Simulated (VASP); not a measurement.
Wanted: the native input for a VASP 6.6.1 run.

| Property | Result |
| --- | --- |
| Task | single point |
| Functional | PBEsol |
| Potentials or basis | VASP PAW PBE potentials, release 64 (Ta_pv, N) |
| Cutoff | 520 eV |
| k mesh | 6 × 6 × 9 |
| Occupations | fermi-dirac, width 0.01 eV |
| Spin | no spin polarisation |
| Dipole correction | no |
| Further INCAR settings | ALGO = Normal; EDIFF = 1e-07; NBANDS = 33 |

The structure of TaN lies in POSCAR:

```
TaN
1.0
    5.2304124715      0.0000000000      0.0000000000
   -2.6152062357      4.5296700726      0.0000000000
    0.0000000000      0.0000000000      2.9302787075
Ta N
3 3
Direct
    0.3333333333      0.6666666667      0.5000000000
    0.6666666667      0.3333333333      0.5000000000
    0.0000000000      0.0000000000      0.0000000000
    0.3928500000      0.0000000000      0.0000000000
    0.6071500000      0.6071500000      0.0000000000
    0.0000000000      0.3928500000      0.0000000000
```

These files were run (other wordings do the same):

INCAR

```
SYSTEM = TaN
PREC = Accurate ; ENCUT = 520
EDIFF = 1E-7 ; ISMEAR = -1
SIGMA = 0.01 ; LREAL = .False.
LASPH = .True. ; NELM = 60
ALGO = Normal ; ISIF = 2
LWAVE = .False. ; LCHARG = .False.
GGA = PS ; NBANDS = 33
```

KPOINTS

```
Automatic mesh
0
Gamma
  6 6 9
  0 0 0
```

Potentials or basis: VASP PAW PBE potentials, release 64 (Ta_pv, N).

Run with:

```console
$ cat potpaw_PBE.64/Ta_pv/POTCAR potpaw_PBE.64/N/POTCAR > POTCAR
$ mpirun -np 1 vasp_std > vasp.out
```

Results of the run:

```
Pressure               : -9.1 GPa
Largest force          : 0.056 eV/Å
Band gap on the k mesh : zero (bands 24 and 25 overlap by 3.04 eV)
```

Caveat: the cell stands under tension; the PAW data sets were made with another functional, which shifts forces and pressure a little; spin-orbit coupling is left out, which moves the levels of the heavy elements.

Run time: 53 s on 1 thread of Intel(R) Xeon(R) 6975P-C (Granite Rapids) (shared host), peak memory 0.22 GiB.
